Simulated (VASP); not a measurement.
# BaS (Fm-3m) in VASP: further runs

BaS is run at these levels: LDA; tasks: electric field gradients, density of states.

Program: VASP 6.6.1. These are calculated values, not measurements. Logs are shortened: lines on timing, memory, paths and dates and some standing lists are left out, and cuts for length are marked.

**1. The cell of the first run**

Symmetry: Fm-3m, No. 225, cubic system. Conventional cell: a = 6.513 Å, b = 6.513 Å, c = 6.513 Å, α = 90.00°, β = 90.00°, γ = 90.00°. Ba (site symmetry m-3m) has 6 S at 3.26 Å within 4.3 Å. S (site symmetry m-3m) has 6 Ba at 3.26 Å within 4.3 Å.

**2. Electric field gradients, LDA (volume scaled by 1.06)**

File INCAR:

```
SYSTEM = BaS
PREC = Accurate
ENCUT = 520
EDIFF = 1E-8
ISMEAR = -1
SIGMA = 0.01
LREAL = .False.
LASPH = .True.
NELM = 100
ALGO = Normal
ISIF = 2
LWAVE = .False.
LCHARG = .False.
LEFG = .True.
NBANDS = 15
```

File KPOINTS:

```
regular mesh
0
Gamma
  7 7 7
  0 0 0
```

File POSCAR:

```
BaS
1.0
    0.0000000000      3.2563884516      3.2563884516
    3.2563884516      0.0000000000      3.2563884516
    3.2563884516      3.2563884516      0.0000000000
Ba S
1 1
Direct
    0.0000000000      0.0000000000      0.0000000000
    0.5000000000      0.5000000000      0.5000000000
```

Potentials or basis: VASP PAW LDA potentials, release 64 (Ba_sv, S).

The run is started by

```bash
cat potpaw_LDA.64/Ba_sv/POTCAR potpaw_LDA.64/S/POTCAR > POTCAR
mpirun -np 1 vasp_std > vasp.out
```

OUTCAR:

```text
SYSTEM = BaS
   PREC = Accurate
   ENCUT = 520
   EDIFF = 1E-8
   ISMEAR = -1
   LREAL = .False.
   LASPH = .True.
   NELM = 100
   ISIF = 2

 ion  position               nearest neighbor table
   1  0.000  0.000  0.000-   2 3.26   2 3.26   2 3.26   2 3.26   2 3.26   2 3.26
   2  0.500  0.500  0.500-   1 3.26   1 3.26   1 3.26   1 3.26   1 3.26   1 3.26

  LATTYP: Found a face centered cubic cell.
 ALAT       =     6.5127769032

  Lattice vectors:

 A1 = (   0.0000000000,   3.2563884516,   3.2563884516)
 A2 = (   3.2563884516,   0.0000000000,   3.2563884516)
 A3 = (   3.2563884516,   3.2563884516,   0.0000000000)

Analysis of symmetry for initial positions (statically):
=====================================================================
 Subroutine PRICEL returns:
 Original cell was already a primitive cell.

 Routine SETGRP: Setting up the symmetry group for a
 face centered cubic supercell.

 Subroutine GETGRP returns: Found 48 space group operations
 (whereof 48 operations were pure point group operations)
 out of a pool of 48 trial point group operations.

The static configuration has the point symmetry O_h .

Analysis of symmetry for dynamics (positions and initial velocities):
=====================================================================
 Subroutine PRICEL returns:
 Original cell was already a primitive cell.

 Routine SETGRP: Setting up the symmetry group for a
 face centered cubic supercell.

 Subroutine GETGRP returns: Found 48 space group operations
 (whereof 48 operations were pure point group operations)
 out of a pool of 48 trial point group operations.

The dynamic configuration has the point symmetry O_h .

 Subroutine INISYM returns: Found 48 space group operations
 (whereof 48 operations are pure point group operations),
 and found     1 'primitive' translations

----------------------------------------------------------------------------------------

                                     Primitive cell

  volume of cell :      69.0619

  direct lattice vectors                    reciprocal lattice vectors
     0.000000000  3.256388452  3.256388452    -0.153544335  0.153544335  0.153544335
     3.256388452  0.000000000  3.256388452     0.153544335 -0.153544335  0.153544335
     3.256388452  3.256388452  0.000000000     0.153544335  0.153544335 -0.153544335

  length of vectors
     4.605228713  4.605228713  4.605228713     0.265946590  0.265946590  0.265946590

  position of ions in fractional coordinates (direct lattice)
     0.000000000  0.000000000  0.000000000
     0.500000000  0.500000000  0.500000000

  ion indices of the primitive-cell ions
   primitive index   ion index
                 1           1
                 2           2

----------------------------------------------------------------------------------------

 KPOINTS: regular mesh

Automatic generation of k-mesh.
 Grid dimensions read from file:
 generate k-points for:    7    7    7

 Generating k-lattice:

  Cartesian coordinates                     Fractional coordinates (reciprocal lattice)
    -0.021934905  0.021934905  0.021934905     0.142857143  0.000000000  0.000000000
     0.021934905 -0.021934905  0.021934905     0.000000000  0.142857143  0.000000000
     0.021934905  0.021934905 -0.021934905     0.000000000  0.000000000  0.142857143

  Length of vectors
     0.037992370  0.037992370  0.037992370

  Shift w.r.t. Gamma in fractional coordinates (k-lattice)
     0.000000000  0.000000000  0.000000000

 Subroutine IBZKPT returns following result:
 ===========================================

 Found     20 irreducible k-points:

 Following reciprocal coordinates:
            Coordinates               Weight
  0.000000  0.000000  0.000000      1.000000
  0.142857  0.000000  0.000000      8.000000
  0.285714  0.000000  0.000000      8.000000
  0.428571  0.000000  0.000000      8.000000
  0.142857  0.142857  0.000000      6.000000
  0.285714  0.142857  0.000000     24.000000
[... 12 lines left out ...]
 -0.428571  0.428571  0.142857     24.000000
 -0.285714  0.428571  0.142857     24.000000
   k-points           NKPTS =     20   k-points in BZ     NKDIM =     20   number of bands    NBANDS=     15
   number of dos      NEDOS =    301   number of ions     NIONS =      2
   total plane-waves  NPLWV =  46656
   dimension x,y,z NGX =    36 NGY =   36 NGZ =   36
   dimension x,y,z NGXF=    72 NGYF=   72 NGZF=   72
   ions per type =               1   1
   NGX,Y,Z   is equivalent  to a cutoff of  13.00, 13.00, 13.00 a.u.
   NGXF,Y,Z  is equivalent  to a cutoff of  25.99, 25.99, 25.99 a.u.
 SYSTEM =  BaS
   PREC   = accura    normal or accurate (medium, high low for compatibility)
   ISTART =      0    job   : 0-new  1-cont  2-samecut
   ICHARG =      2    charge: 1-file 2-atom 10-const
   ISPIN  =      1    spin polarized calculation?
   LNONCOLLINEAR =      F non collinear calculations
   LSORBIT =      F    spin-orbit coupling
   LASPH  =      T    aspherical Exc in radial PAW
   ENCUT  =  520.0 eV  38.22 Ry    6.18 a.u.   8.56  8.56  8.56*2*pi/ulx,y,z
   NELM   =    100;   NELMIN=  2; NELMDL= -5     # of ELM steps
   EDIFF  = 0.1E-07   stopping-criterion for ELM
   LREAL  =      F    real-space projection
   EDIFFG = 0.1E-06   stopping-criterion for IOM
   NSW    =      0    number of steps for IOM
   IBRION =     -1    ionic relax: 0-MD 1-quasi-New 2-CG
   NFREE  =      0    steps in history (QN), initial steepest desc. (CG)
   ISIF   =      2    stress and relaxation
   ISYM   =      2    0-nonsym 1-usesym 2-fastsym
   POTIM  = 0.5000    time-step for ionic-motion
   TEBEG  =    0.0;   TEEND  =   0.0 temperature during run
   PSTRESS=    0.0 pullay stress
   NELECT =      16.0000    total number of electrons
   NUPDOWN=      -1.0000    fix difference up-down
   EMIN   =  10.00;   EMAX   =-10.00  energy-range for DOS
   EFERMI =   0.00;   METHOD = LEGACY
   ISMEAR =    -1;   SIGMA  =   0.01  broadening in eV -4-tet -1-fermi 0-gaus
   EFERMI_NEDOS =   21; number of points for ismear=-14 and -15
   IALGO  =     38    algorithm
   IMIX   =      4    mixing-type and parameters
     AMIX     =   0.40;   BMIX     =  1.00
     AMIX_MAG =   1.60;   BMIX_MAG =  1.00
  volume/ion in A,a.u.               =      34.53       233.03
  Fermi-wavevector in a.u.,A,eV,Ry     =   1.005469  1.900061 13.755049  1.010968
  Thomas-Fermi vector in A             =   2.138150
   LORBIT       =      0    0 simple, 1 ext, 2 COOP (PROOUT), +10 PAW based schemes
   GGA     = CA    functional components
   LHFCALC =     F    Hartree Fock is set to
   AEXX    =    0.0000 exact exchange contribution
   IVDW    =     0    specifies the selected vdW correction
   LEPSILON=     F    determine dielectric tensor
   LRPA    =     F    only Hartree local field effects (RPA)
 non-spin polarized calculation
  energy-cutoff  :      520.00
  volume of cell :       69.06
 maximum number of plane-waves:      1875
 NGX is ok and might be reduce to    36
   NGX = 17   NGY = 17   NGZ = 17

 number of electron      16.0000000 magnetization

 Free energy of the ion-electron system (eV)
  ---------------------------------------------------
  ext. energy  EPLUGINS =         0.00000000
  ---------------------------------------------------
  free energy    TOTEN  =       -11.08808921 eV

  energy without entropy =      -11.08808921  energy(sigma->0) =      -11.08808921

 E-fermi :   1.1879     XC(G=0):  -8.7582

 val. band max:        0.9433449156   @ k =   0.0000   0.0000   0.0000
 cond. band min:       2.9963860097   @ k =   0.4286   0.4286   0.0000
 fundamental gap:      2.0530410941
 Fermi energy:         1.1879294233

 k-point     1 :       0.0000    0.0000    0.0000
  band No.  band energies     occupation
      1     -25.2400      2.00000
      2     -10.3179      2.00000
      3     -10.3179      2.00000
      4     -10.3179      2.00000
      5      -9.2848      2.00000
      6       0.9433      2.00000
      7       0.9433      2.00000
      8       0.9433      2.00000
      9       3.9828      0.00000
     10       4.6317      0.00000
     11       4.6317      0.00000
     12       4.6317      0.00000
     13       5.5541      0.00000
     14       5.5541      0.00000
[... 329 lines left out ...]
      2     -10.8143      2.00000
      3     -10.6223      2.00000
      4     -10.4965      2.00000
      5      -8.7412      2.00000
      6      -0.1570      2.00000
      7       0.3404      2.00000
      8       0.3744      2.00000
      9       4.6669      0.00000
     10       5.5292      0.00000
     11       6.9392      0.00000
     12       7.6104      0.00000
     13       7.7793      0.00000
     14       9.4668      0.00000
     15      10.5903      0.00000

------------------------ aborting loop because EDIFF is reached ----------------------------------------

  FORCE on cell =-STRESS in cart. coord.  units (eV):
  Direction    XX          YY          ZZ          XY          YZ          ZX
  --------------------------------------------------------------------------------------
  -------------------------------------------------------------------------------------
  Total       -1.7061597     -1.7061597     -1.7061597      0.0000000      0.0000000      0.0000000
  in kB      -39.5814459    -39.5814459    -39.5814459      0.0000000      0.0000000      0.0000000
  external PRESSURE =     -39.5814459 kB  Pullay stress =       0.0000000 kB

 VOLUME and BASIS-vectors are now :
 -----------------------------------------------------------------------------
  energy-cutoff  :      520.00
  volume of cell :       69.06
      direct lattice vectors                 reciprocal lattice vectors
     0.000000000  3.256388452  3.256388452    -0.153544335  0.153544335  0.153544335
     3.256388452  0.000000000  3.256388452     0.153544335 -0.153544335  0.153544335
     3.256388452  3.256388452  0.000000000     0.153544335  0.153544335 -0.153544335

 POSITION                                       TOTAL-FORCE (eV/Angst)
 -----------------------------------------------------------------------------------
      0.00000      0.00000      0.00000        -0.000000     -0.000000     -0.000000
      3.25639      3.25639      3.25639         0.000000      0.000000      0.000000
 -----------------------------------------------------------------------------------
    total drift:                                0.000000      0.000000      0.000000

  FREE ENERGIE OF THE ION-ELECTRON SYSTEM (eV)
  ---------------------------------------------------
  free  energy   TOTEN  =       -11.0880892145 eV

  energy  without entropy=      -11.0880892145  energy(sigma->0) =      -11.08808921

 Electric field gradients (V/A^2)
---------------------------------------------------------------------
 ion       V_xx      V_yy      V_zz      V_xy      V_xz      V_yz
---------------------------------------------------------------------
   1       0.000    -0.000     0.000    -0.000    -0.000    -0.000
   2      -0.000     0.000    -0.000     0.000     0.000     0.000
---------------------------------------------------------------------

 Electric field gradients after diagonalization (V/A^2)
 (convention: |V_zz| > |V_xx| > |V_yy|)
----------------------------------------------------------------------
 ion       V_xx      V_yy      V_zz     asymmetry (V_yy - V_xx)/ V_zz
----------------------------------------------------------------------
   1       0.000     0.000    -0.000       0.000
   2      -0.000    -0.000     0.000       0.000
----------------------------------------------------------------------

           NMR quadrupolar parameters

 Cq : quadrupolar parameter    Cq=e*Q*V_zz/h
 eta: asymmetry parameters     (V_yy - V_xx)/ V_zz
 Q  : nuclear electric quadrupole moment in mb (millibarn)
----------------------------------------------------------------------
 ion       Cq(MHz)       eta       Q (mb)
----------------------------------------------------------------------
   1      -0.000       0.000       1.000
   2       0.000       0.000       1.000
----------------------------------------------------------------------
```

Wall time 21 s (1 thread of Intel Xeon Platinum 8259CL at 2.50GHz (Skylake/Cascade Lake), shared host); peak memory 0.17 GiB.

Results:

```
Free energy            : -11.0881 eV
Pressure               : -4.0 GPa
Band gap on the k mesh : 2.05 eV, indirect (least direct gap 2.23 eV)
```

Levels at points of the mesh, in eV from the valence-band top:
| k point | band 6 | band 7 | band 8 | band 9 | band 10 | band 11 |
| --- | --- | --- | --- | --- | --- | --- |
| (0.00, 0.00, 0.00) | 0.00 | 0.00 | 0.00 | 3.04 | 3.69 | 3.69 |

Caveat: the cell differs from its parent crystal (volume scaled by 1.06); without QUAD_EFG the Cq values of the log hold for a quadrupole moment of 1 mb, not for the nuclei; spin-orbit coupling is left out, which moves the levels of the heavy elements. A k mesh can miss the band edges.

**3. Density of states, LDA**

This run uses another cell than the first one, of 32.58 Å³/atom, 0.943 times its volume.

File POSCAR:

```
BaS
1.0
    0.0000000000      3.1937500000      3.1937500000
    3.1937500000      0.0000000000      3.1937500000
    3.1937500000      3.1937500000      0.0000000000
Ba S
1 1
Direct
    0.0000000000      0.0000000000      0.0000000000
    0.5000000000      0.5000000000      0.5000000000
```

File INCAR.step1:

```
SYSTEM = BaS
PREC = Accurate
ENCUT = 520
EDIFF = 1E-6
ISMEAR = -1
SIGMA = 0.01
LREAL = .FALSE.
LASPH = .TRUE.
NELM = 80
ALGO = Normal
ISIF = 2
LWAVE = .FALSE.
LCHARG = .TRUE.
GGA = CA
NBANDS = 15
```

File KPOINTS.step1:

```
Automatic mesh
0
G
  7 7 7
  0 0 0
```

File INCAR.step2:

```
SYSTEM = BaS
PREC = Accurate
ENCUT = 520
EDIFF = 1E-6
ISMEAR = -5
SIGMA = 0.01
LREAL = .FALSE.
LASPH = .TRUE.
NELM = 80
ALGO = Normal
ISIF = 2
LWAVE = .FALSE.
LCHARG = .FALSE.
GGA = CA
LORBIT = 11
NEDOS = 1001
ICHARG = 11
```

File KPOINTS.step2:

```
Automatic mesh
0
G
  11 11 11
  0 0 0
```

Potentials or basis: VASP PAW LDA potentials, release 64 (Ba_sv, S).

The run is started by

```bash
cat potpaw_LDA.64/Ba_sv/POTCAR potpaw_LDA.64/S/POTCAR > POTCAR
cp INCAR.step1 INCAR
cp KPOINTS.step1 KPOINTS
mpirun -np 1 vasp_std > vasp.out
cp INCAR.step2 INCAR
cp KPOINTS.step2 KPOINTS
mpirun -np 1 vasp_std > vasp.out
```

OUTCAR:

```text
SYSTEM = BaS
   PREC = Accurate
   ENCUT = 520
   EDIFF = 1E-6
   ISMEAR = -5
   LREAL = .FALSE.
   LASPH = .TRUE.
   NELM = 80
   ISIF = 2
   GGA = CA
   LORBIT = 11
   ICHARG = 11

 ion  position               nearest neighbor table
   1  0.000  0.000  0.000-   2 3.19   2 3.19   2 3.19   2 3.19   2 3.19   2 3.19
   2  0.500  0.500  0.500-   1 3.19   1 3.19   1 3.19   1 3.19   1 3.19   1 3.19

  LATTYP: Found a face centered cubic cell.
 ALAT       =     6.3875000000

  Lattice vectors:

 A1 = (   0.0000000000,   3.1937500000,   3.1937500000)
 A2 = (   3.1937500000,   0.0000000000,   3.1937500000)
 A3 = (   3.1937500000,   3.1937500000,   0.0000000000)

Analysis of symmetry for initial positions (statically):
=====================================================================
 Subroutine PRICEL returns:
 Original cell was already a primitive cell.

 Routine SETGRP: Setting up the symmetry group for a
 face centered cubic supercell.

 Subroutine GETGRP returns: Found 48 space group operations
 (whereof 48 operations were pure point group operations)
 out of a pool of 48 trial point group operations.

[... 519 lines left out ...]
      2     -10.6266      2.00000
      3      -9.9616      2.00000
      4      -9.8429      2.00000
      5      -8.2036      2.00000
      6      -0.1954      2.00000
      7       0.3502      2.00000
      8       0.9020      2.00000
      9       5.1152      0.00000
     10       5.7467      0.00000
     11       5.9978      0.00000
     12       6.8962      0.00000

 [... further k-points ...]

------------------------ aborting loop because EDIFF is reached ----------------------------------------

  FORCE on cell =-STRESS in cart. coord.  units (eV):
  Direction    XX          YY          ZZ          XY          YZ          ZX
  --------------------------------------------------------------------------------------
  -------------------------------------------------------------------------------------
  Total       -0.7483766     -0.7483766     -0.7483766      0.0000000      0.0000000      0.0000000
  in kB      -18.4033994    -18.4033994    -18.4033994      0.0000000      0.0000000      0.0000000
  external PRESSURE =     -18.4033994 kB  Pullay stress =       0.0000000 kB

 VOLUME and BASIS-vectors are now :
 -----------------------------------------------------------------------------
  energy-cutoff  :      520.00
  volume of cell :       65.15
      direct lattice vectors                 reciprocal lattice vectors
     0.000000000  3.193750000  3.193750000    -0.156555773  0.156555773  0.156555773
     3.193750000  0.000000000  3.193750000     0.156555773 -0.156555773  0.156555773
     3.193750000  3.193750000  0.000000000     0.156555773  0.156555773 -0.156555773

 POSITION                                       TOTAL-FORCE (eV/Angst)
 -----------------------------------------------------------------------------------
      0.00000      0.00000      0.00000        -0.000000      0.000000      0.000000
      3.19375      3.19375      3.19375         0.000000     -0.000000     -0.000000
 -----------------------------------------------------------------------------------
    total drift:                                0.000000      0.000000      0.000000

  FREE ENERGIE OF THE ION-ELECTRON SYSTEM (eV)
  ---------------------------------------------------
  free  energy   TOTEN  =       -11.1600314404 eV

  energy  without entropy=      -11.1600314404  energy(sigma->0) =      -11.16003144

 total charge

# of ion       s       p       d       tot
------------------------------------------
    1        2.010   5.604   0.286   7.900
    2        1.322   2.407   0.000   3.729
--------------------------------------------------
tot          3.332   8.011   0.286  11.629
```

OSZICAR.step1:

```text
N       E                     dE             d eps       ncg     rms          rms(c)
DAV:   1     0.770798123937E+02    0.77080E+02   -0.68416E+03   600   0.931E+02
DAV:   2    -0.724252937642E+01   -0.84322E+02   -0.75920E+02   827   0.166E+02
DAV:   3    -0.116073430751E+02   -0.43648E+01   -0.43318E+01   822   0.396E+01
DAV:   4    -0.116857614285E+02   -0.78418E-01   -0.78405E-01   763   0.525E+00
DAV:   5    -0.116875461332E+02   -0.17847E-02   -0.17847E-02   867   0.613E-01    0.484E+00
DAV:   6    -0.111871660406E+02    0.50038E+00   -0.66536E-01   684   0.486E+00    0.335E+00
DAV:   7    -0.111649954091E+02    0.22171E-01   -0.13517E-01   741   0.201E+00    0.194E+00
DAV:   8    -0.111607506427E+02    0.42448E-02   -0.20739E-02   670   0.817E-01    0.254E-01
DAV:   9    -0.111597372909E+02    0.10134E-02   -0.25377E-03   733   0.296E-01    0.140E-01
DAV:  10    -0.111599047517E+02   -0.16746E-03   -0.22303E-04   705   0.103E-01    0.318E-02
DAV:  11    -0.111598909866E+02    0.13765E-04   -0.47004E-05   789   0.393E-02    0.123E-02
DAV:  12    -0.111598916985E+02   -0.71189E-06   -0.41095E-06   663   0.113E-02
   1 F= -.11159892E+02 E0= -.11159892E+02  d E =-.787572E-14
```

Wall time 37 s (1 thread of Intel Xeon Platinum 8259CL at 2.50GHz (Skylake/Cascade Lake), shared host); peak memory 0.19 GiB.

What came out:

- Valence electrons inside the program's atomic spheres: Ba 7.90; S 3.73

Caveat: spin-orbit coupling is left out, which moves the levels of the heavy elements.
